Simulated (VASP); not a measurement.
# BAs (Fm-3m) in VASP: single point with PBE

Aim: the single point of BAs with PBE.

Program: VASP 6.6.1. These are calculated values, not measurements. Logs are shortened: lines on timing, memory, paths and dates and some standing lists are left out, and cuts for length are marked.

### 1 The cell of the first run

It takes space group Fm-3m (No. 225, cubic). Conventional cell: a = 4.611 Å, b = 4.611 Å, c = 4.611 Å, α = 90.00°, β = 90.00°, γ = 90.00°. Within 3.0 Å of B (site symmetry m-3m) lie 6 As at 2.31 Å. As (site symmetry m-3m) has 6 B at 2.31 Å within 3.0 Å.

### 2 Single point, PBE

INCAR

```
SYSTEM = BAs
ALGO = Normal
EDIFF = 1E-6
ENCUT = 500
GGA = PE
GGA_COMPAT = .FALSE.
ISIF = 2
ISMEAR = -1
LASPH = .TRUE.
LCHARG = .FALSE.
LREAL = .FALSE.
LWAVE = .FALSE.
NBANDS = 11
NELM = 120
PREC = Accurate
SIGMA = 0.02
```

KPOINTS

```
k-points
0
G
  8 8 8
  0 0 0
```

POSCAR

```
BAs
1.0
    0.0000000000      2.3052873177      2.3052873177
    2.3052873177      0.0000000000      2.3052873177
    2.3052873177      2.3052873177      0.0000000000
B As
1 1
Direct
    0.0000000000      0.0000000000      0.0000000000
    0.5000000000      0.5000000000      0.5000000000
```

Potentials or basis: VASP PAW PBE potentials, release 64 (B, As).

Launch:

```
$ cat potpaw_PBE.64/B/POTCAR potpaw_PBE.64/As/POTCAR > POTCAR
$ mpirun -np 1 vasp_std > vasp.out
```

OUTCAR:

```text
SYSTEM = BAs
   EDIFF = 1E-6
   ENCUT = 500
   GGA = PE
   ISIF = 2
   ISMEAR = -1
   LASPH = .TRUE.
   LREAL = .FALSE.
   NELM = 120
   PREC = Accurate

 ion  position               nearest neighbor table
   1  0.000  0.000  0.000-   2 2.31   2 2.31   2 2.31   2 2.31   2 2.31   2 2.31
   2  0.500  0.500  0.500-   1 2.31   1 2.31   1 2.31   1 2.31   1 2.31   1 2.31

  LATTYP: Found a face centered cubic cell.
 ALAT       =     4.6105746354

  Lattice vectors:

 A1 = (   0.0000000000,   2.3052873177,   2.3052873177)
 A2 = (   2.3052873177,   0.0000000000,   2.3052873177)
 A3 = (   2.3052873177,   2.3052873177,   0.0000000000)

Analysis of symmetry for initial positions (statically):
=====================================================================
 Subroutine PRICEL returns:
 Original cell was already a primitive cell.

 Routine SETGRP: Setting up the symmetry group for a
 face centered cubic supercell.

 Subroutine GETGRP returns: Found 48 space group operations
 (whereof 48 operations were pure point group operations)
 out of a pool of 48 trial point group operations.

The static configuration has the point symmetry O_h .

Analysis of symmetry for dynamics (positions and initial velocities):
=====================================================================
 Subroutine PRICEL returns:
 Original cell was already a primitive cell.

 Routine SETGRP: Setting up the symmetry group for a
 face centered cubic supercell.

 Subroutine GETGRP returns: Found 48 space group operations
 (whereof 48 operations were pure point group operations)
 out of a pool of 48 trial point group operations.

The dynamic configuration has the point symmetry O_h .

 Subroutine INISYM returns: Found 48 space group operations
 (whereof 48 operations are pure point group operations),
 and found     1 'primitive' translations

----------------------------------------------------------------------------------------

                                     Primitive cell

  volume of cell :      24.5022

  direct lattice vectors                    reciprocal lattice vectors
     0.000000000  2.305287318  2.305287318    -0.216892704  0.216892704  0.216892704
     2.305287318  0.000000000  2.305287318     0.216892704 -0.216892704  0.216892704
     2.305287318  2.305287318  0.000000000     0.216892704  0.216892704 -0.216892704

  length of vectors
     3.260168590  3.260168590  3.260168590     0.375669183  0.375669183  0.375669183

  position of ions in fractional coordinates (direct lattice)
     0.000000000  0.000000000  0.000000000
     0.500000000  0.500000000  0.500000000

  ion indices of the primitive-cell ions
   primitive index   ion index
                 1           1
                 2           2

----------------------------------------------------------------------------------------

 KPOINTS: k-points

Automatic generation of k-mesh.
 Grid dimensions read from file:
 generate k-points for:    8    8    8

 Generating k-lattice:

  Cartesian coordinates                     Fractional coordinates (reciprocal lattice)
    -0.027111588  0.027111588  0.027111588     0.125000000  0.000000000  0.000000000
     0.027111588 -0.027111588  0.027111588     0.000000000  0.125000000  0.000000000
     0.027111588  0.027111588 -0.027111588     0.000000000  0.000000000  0.125000000

  Length of vectors
     0.046958648  0.046958648  0.046958648

  Shift w.r.t. Gamma in fractional coordinates (k-lattice)
     0.000000000  0.000000000  0.000000000

 Subroutine IBZKPT returns following result:
 ===========================================

 Found     29 irreducible k-points:

 Following reciprocal coordinates:
            Coordinates               Weight
  0.000000  0.000000  0.000000      1.000000
  0.125000  0.000000  0.000000      8.000000
  0.250000  0.000000  0.000000      8.000000
  0.375000  0.000000  0.000000      8.000000
  0.500000  0.000000  0.000000      4.000000
  0.125000  0.125000  0.000000      6.000000
[... 16 lines left out ...]
  0.500000  0.250000  0.125000     48.000000
 -0.375000  0.250000  0.125000     24.000000
 [... further k-points ...]
   k-points           NKPTS =     29   k-points in BZ     NKDIM =     29   number of bands    NBANDS=     11
   number of dos      NEDOS =    301   number of ions     NIONS =      2
   total plane-waves  NPLWV =  13824
   dimension x,y,z NGX =    24 NGY =   24 NGZ =   24
   dimension x,y,z NGXF=    48 NGYF=   48 NGZF=   48
   ions per type =               1   1
   NGX,Y,Z   is equivalent  to a cutoff of  12.24, 12.24, 12.24 a.u.
   NGXF,Y,Z  is equivalent  to a cutoff of  24.48, 24.48, 24.48 a.u.
 SYSTEM =  BAs
   PREC   = accura    normal or accurate (medium, high low for compatibility)
   ISTART =      0    job   : 0-new  1-cont  2-samecut
   ICHARG =      2    charge: 1-file 2-atom 10-const
   ISPIN  =      1    spin polarized calculation?
   LNONCOLLINEAR =      F non collinear calculations
   LSORBIT =      F    spin-orbit coupling
   LASPH  =      T    aspherical Exc in radial PAW
   ENCUT  =  500.0 eV  36.75 Ry    6.06 a.u.   5.94  5.94  5.94*2*pi/ulx,y,z
   NELM   =    120;   NELMIN=  2; NELMDL= -5     # of ELM steps
   EDIFF  = 0.1E-05   stopping-criterion for ELM
   LREAL  =      F    real-space projection
   EDIFFG = 0.1E-04   stopping-criterion for IOM
   NSW    =      0    number of steps for IOM
   IBRION =     -1    ionic relax: 0-MD 1-quasi-New 2-CG
   NFREE  =      0    steps in history (QN), initial steepest desc. (CG)
   ISIF   =      2    stress and relaxation
   ISYM   =      2    0-nonsym 1-usesym 2-fastsym
   POTIM  = 0.5000    time-step for ionic-motion
   TEBEG  =    0.0;   TEEND  =   0.0 temperature during run
   PSTRESS=    0.0 pullay stress
   NELECT =       8.0000    total number of electrons
   NUPDOWN=      -1.0000    fix difference up-down
   EMIN   =  10.00;   EMAX   =-10.00  energy-range for DOS
   EFERMI =   0.00;   METHOD = LEGACY
   ISMEAR =    -1;   SIGMA  =   0.02  broadening in eV -4-tet -1-fermi 0-gaus
   EFERMI_NEDOS =   21; number of points for ismear=-14 and -15
   IALGO  =     38    algorithm
   IMIX   =      4    mixing-type and parameters
     AMIX     =   0.40;   BMIX     =  1.00
     AMIX_MAG =   1.60;   BMIX_MAG =  1.00
  volume/ion in A,a.u.               =      12.25        82.67
  Fermi-wavevector in a.u.,A,eV,Ry     =   1.127292  2.130273 17.290111  1.270787
  Thomas-Fermi vector in A             =   2.263978
   LORBIT       =      0    0 simple, 1 ext, 2 COOP (PROOUT), +10 PAW based schemes
   GGA     = PE    functional components
   LHFCALC =     F    Hartree Fock is set to
   AEXX    =    0.0000 exact exchange contribution
   IVDW    =     0    specifies the selected vdW correction
   LEPSILON=     F    determine dielectric tensor
   LRPA    =     F    only Hartree local field effects (RPA)
 non-spin polarized calculation
  energy-cutoff  :      500.00
  volume of cell :       24.50
 maximum number of plane-waves:       636
   NGX = 11   NGY = 11   NGZ = 11

 number of electron       7.9999999 magnetization

 Free energy of the ion-electron system (eV)
  ---------------------------------------------------
  ext. energy  EPLUGINS =         0.00000000
  ---------------------------------------------------
  free energy    TOTEN  =        -9.60029730 eV

  energy without entropy =       -9.59862596  energy(sigma->0) =       -9.59946163

 E-fermi :   7.2323     XC(G=0): -11.4329

 val. band max:        7.0995140318   @ k =   0.3750   0.1250   0.0000
 cond. band min:       7.2545410732   @ k =   0.1250   0.0000   0.0000
 fundamental gap:      0.1550270413
 Fermi energy:         7.2322980672

 k-point     1 :       0.0000    0.0000    0.0000
  band No.  band energies     occupation
      1      -8.6220      2.00000
      2       7.2716      0.24540
      3       7.2716      0.24540
      4       7.2716      0.24539
      5      10.7646      0.00000
      6      14.9746      0.00000
      7      14.9746      0.00000
      8      14.9746      0.00000
      9      16.1670      0.00000
     10      16.1670      0.00000
     11      16.1670      0.00000

 k-point     2 :       0.1250    0.0000    0.0000
  band No.  band energies     occupation
      1      -8.3241      2.00000
      2       5.3703      2.00000
      3       7.2545      0.49494
      4       7.2545      0.49494
      5      11.5540      0.00000
      6      13.6614      0.00000
      7      13.6614      0.00000
      8      14.5118      0.00000
      9      16.1573      0.00000
     10      16.8221      0.00000
     11      16.8221      0.00000

 k-point     3 :       0.2500    0.0000    0.0000
  band No.  band energies     occupation
      1      -7.4419      2.00000
      2       2.2454      2.00000
      3       7.3218      0.02258
      4       7.3218      0.02258
      5      11.5839      0.00000
      6      11.5839      0.00000
      7      11.7381      0.00000
      8      13.6804      0.00000
      9      17.4749      0.00000
     10      18.6208      0.00000
     11      18.6208      0.00000

 k-point     4 :       0.3750    0.0000    0.0000
  band No.  band energies     occupation
      1      -6.0468      2.00000
      2      -0.6892      2.00000
      3       7.6808      0.00000
      4       7.6808      0.00000
      5       9.8068      0.00000
      6       9.8068      0.00000
      7      11.5217      0.00000
      8      13.0009      0.00000
      9      19.6198      0.00000
     10      21.3059      0.00000
     11      21.3059      0.00000
[... 239 lines left out ...]
 k-point    22 :       0.3750    0.2500    0.1250
  band No.  band energies     occupation
      1      -6.6622      2.00000
      2       2.2925      2.00000
      3       4.0321      2.00000
      4       6.8430      2.00000
      5       7.9758      0.00000
      6      12.9754      0.00000
      7      14.2980      0.00000
      8      14.9101      0.00000
      9      16.5014      0.00000
     10      20.5186      0.00000
     11      22.7449      0.00000

 k-point    23 :       0.5000    0.2500    0.1250
  band No.  band energies     occupation
      1      -5.2916      2.00000
      2      -0.0412      2.00000
      3       3.4896      2.00000
      4       5.1918      2.00000
      5       9.0316      0.00000
      6      11.5116      0.00000
      7      15.2191      0.00000
      8      16.0249      0.00000
      9      16.9464      0.00000
     10      21.9965      0.00000
     11      22.8061      0.00000

 k-point    24 :      -0.3750    0.2500    0.1250
  band No.  band energies     occupation
      1      -4.1490      2.00000
      2      -1.6444      2.00000
      3       3.7482      2.00000
      4       4.2942      2.00000
      5       9.7178      0.00000
      6      10.6315      0.00000
      7      15.7145      0.00000
      8      16.1135      0.00000
      9      18.6723      0.00000
     10      19.7530      0.00000
     11      24.2427      0.00000

 [... further k-points ...]
[... 5 lines left out ...]
  --------------------------------------------------------------------------------------
  -------------------------------------------------------------------------------------
  Total        0.2313013      0.2313013      0.2313013      0.0000000      0.0000000     -0.0000000
  in kB       15.1245886     15.1245886     15.1245886      0.0000000      0.0000000     -0.0000000
  external PRESSURE =      15.1245886 kB  Pullay stress =       0.0000000 kB

 VOLUME and BASIS-vectors are now :
 -----------------------------------------------------------------------------
  energy-cutoff  :      500.00
  volume of cell :       24.50
      direct lattice vectors                 reciprocal lattice vectors
     0.000000000  2.305287318  2.305287318    -0.216892704  0.216892704  0.216892704
     2.305287318  0.000000000  2.305287318     0.216892704 -0.216892704  0.216892704
     2.305287318  2.305287318  0.000000000     0.216892704  0.216892704 -0.216892704

 POSITION                                       TOTAL-FORCE (eV/Angst)
 -----------------------------------------------------------------------------------
      0.00000      0.00000      0.00000        -0.000000     -0.000000      0.000000
      2.30529      2.30529      2.30529         0.000000      0.000000      0.000000
 -----------------------------------------------------------------------------------
    total drift:                                0.000000     -0.000000     -0.000000

  FREE ENERGIE OF THE ION-ELECTRON SYSTEM (eV)
  ---------------------------------------------------
  free  energy   TOTEN  =        -9.6002973024 eV

  energy  without entropy=       -9.5986259625  energy(sigma->0) =       -9.59946163
```

It took 3.7 s on 1 thread of Intel Xeon Platinum 8559C (Emerald Rapids), shared host; peak memory 0.14 GiB.

What came out:

| Quantity | Value |
| --- | --- |
| Free energy | -9.6003 eV |
| Pressure | 1.5 GPa |
| Band gap on the k mesh | zero (band 4 reaches 8.81 eV, above the bottom of band 5 at 3.90 eV) |
